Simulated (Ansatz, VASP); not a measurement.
One calculation of CsPbBr3, two programs

The input INCAR:

```
SYSTEM = CsPbBr3
  ALGO = Normal
  EDIFF = 1E-6
  ENCUT = 520
  GGA = PS
  ISIF = 2
  ISMEAR = 0
  LASPH = .TRUE.
  LCHARG = .FALSE.
  LREAL = .FALSE.
  LWAVE = .FALSE.
  NBANDS = 30
  NELM = 100
  PREC = Accurate
  SIGMA = 0.05
```

The input KPOINTS:

```
k-points
0
G
  6 6 6
  0 0 0
```

File POSCAR:

```
CsPbBr3
1.0
    5.8700000000      0.0000000000      0.0000000000
    0.0000000000      5.8700000000      0.0000000000
    0.0000000000      0.0000000000      6.1635000000
Cs Pb Br
1 1 3
Direct
    0.0000000000      0.0000000000      0.0000000000
    0.5000000000      0.5000000000      0.5000000000
    0.0000000000      0.5000000000      0.5000000000
    0.5000000000      0.0000000000      0.5000000000
    0.5000000000      0.5000000000      0.0000000000
```

Input for Ansatz:

```yaml
crystal:
  lattice:
    - [5.87, 0.0, 0.0]
    - [0.0, 5.87, 0.0]
    - [0.0, 0.0, 6.1635]
  atoms:
    - { symbol: Cs, position: [0.0, 0.0, 0.0] }
    - { symbol: Pb, position: [0.5, 0.5, 0.5] }
    - { symbol: Br, position: [0.0, 0.5, 0.5] }
    - { symbol: Br, position: [0.5, 0.0, 0.5] }
    - { symbol: Br, position: [0.5, 0.5, 0.0] }
basis:
  ecutwfc: 420
kpoints:
  mp_grid: { grid: [6, 6, 6] }
hamiltonian:
  xc: pbesol
scf:
  occupations: { method: gaussian, width: 0.05 }
output:
  forces: true
  stress: true
  eigenvalues: true
```

Change from the starting cell: strain +0.000 along x and y, +0.050 along z, atoms carried along.

Alike in both runs: task single point; functional PBEsol; k mesh 6 × 6 × 6; occupations gaussian, width 0.05 eV; no spin polarisation.

|  | VASP | Ansatz |
| --- | --- | --- |
| version | VASP 6.6.1 | Ansatz 0.2.0 |
| potentials or method | VASP PAW PBE potentials, release 64 (Cs_sv, Pb_d, Br), cutoff 520 eV | scalar-relativistic, plane waves, PAW |
| valence electrons in the cell | 44 | 44 |

```csv
,VASP,Ansatz,Ansatz less VASP
gap on the k mesh at the Fermi level (eV),1.40,1.40,-0.001
least direct gap on the mesh (eV),1.40,1.40,-0.001
pressure (GPa),-0.8,-0.8,+0.01
"traceless stress, the component that is largest in VASP (GPa)",-1.09,-1.09,+0.004
```

VASP's potentials were made for PBE, not for PBEsol. With one functional, cell and mesh, what is left measures potentials, basis and numerics.

Neither program's run includes spin-orbit coupling.
